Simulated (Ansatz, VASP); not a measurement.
## LiCoPb4: VASP beside Ansatz

Contents of INCAR:

```
SYSTEM = LiCoPb4
PREC     = Accurate       ! precision mode
ENCUT    = 520            ! plane-wave cutoff, eV
EDIFF    = 1E-6           ! SCF threshold, eV
ISMEAR   = 0              ! smearing method
SIGMA    = 0.1            ! smearing width, eV
LREAL    = .False.        ! projectors in reciprocal space
LASPH    = .True.         ! aspherical terms in the spheres
NELM     = 150            ! most SCF steps
ALGO     = Fast           ! electronic algorithm
ISIF     = 2              ! what is computed and relaxed
LWAVE    = .False.        ! write WAVECAR
LCHARG   = .True.         ! write CHGCAR
ISPIN    = 2              ! spin polarisation
MAGMOM   = 0 3 0 0 0 0    ! initial moments
LORBIT   = 11             ! projections on sites
LMAXMIX  = 4              ! l up to which the mixer works
GGA      = PE             ! functional
LELF     = .True.         ! ELF
LVHAR    = .True.       
NBANDS   = 47             ! bands
```

Contents of KPOINTS:

```
Automatic mesh
0
Gamma
  4 4 4
  0 0 0
```

Contents of POSCAR:

```
LiCoPb4
1.0
    0.0000000000      4.0961013232      4.0961013232
    4.0961013232      0.0000000000      4.0961013232
    4.0961013232      4.0961013232      0.0000000000
Li Co Pb
1 1 4
Direct
    0.0000000000      0.0000000000      0.0000000000
    0.7500000000      0.7500000000      0.7500000000
    0.3750000000      0.8750000000      0.3750000000
    0.3750000000      0.3750000000      0.8750000000
    0.3750000000      0.3750000000      0.3750000000
    0.8750000000      0.3750000000      0.3750000000
```

Input for Ansatz:

```yaml
crystal:
  lattice:
    - [0.0, 4.0961013232, 4.0961013232]
    - [4.0961013232, 0.0, 4.0961013232]
    - [4.0961013232, 4.0961013232, 0.0]
  atoms:
    - { symbol: Li, position: [0.0, 0.0, 0.0] }
    - { symbol: Co, position: [0.75, 0.75, 0.75], spin: 3.0 }
    - { symbol: Pb, position: [0.375, 0.875, 0.375] }
    - { symbol: Pb, position: [0.375, 0.375, 0.875] }
    - { symbol: Pb, position: [0.375, 0.375, 0.375] }
    - { symbol: Pb, position: [0.875, 0.375, 0.375] }
basis:
  ecutwfc: 420
kpoints:
  mp_grid: { grid: [4, 4, 4] }
hamiltonian:
  xc: pbe
scf:
  occupations: { method: gaussian, width: 0.1 }
  lower_state_search: "off"
output:
  forces: true
  stress: true
  eigenvalues: true
  populations: true
magnetization:
  spin_polarized: true
```

Alike in both runs: task single point; functional PBE; k mesh 4 × 4 × 4; occupations gaussian, width 0.1 eV; collinear spin.

|  | VASP | Ansatz |
| --- | --- | --- |
| version | VASP 6.6.1 | Ansatz 0.2.0 |
| potentials or method | VASP PAW PBE potentials, release 64 (Li_sv, Co, Pb_d), cutoff 520 eV | scalar-relativistic, plane waves, PAW |
| valence electrons in the cell | 68 | 76 |

```tsv
	VASP	Ansatz	Ansatz less VASP
gap on the k mesh at the Fermi level (eV)	none	none	-
net moment per atom (μB)	0.22	0.22	+0.003
size of the moment on the site where the two differ most (μB)	1.60	1.64	+0.041
```

Site moments also hang on the region over which each program counts them. A gap of «none» marks a metal or a gap that the smearing closes. VASP's potentials hold 68 valence electrons a cell and Ansatz's 76, so a difference there can come from the potentials and not from the codes.

Spin-orbit coupling is off throughout. Noted on VASP's run: the cutoff is under 1.25 times that of the potentials, so the pressure is a little rough.
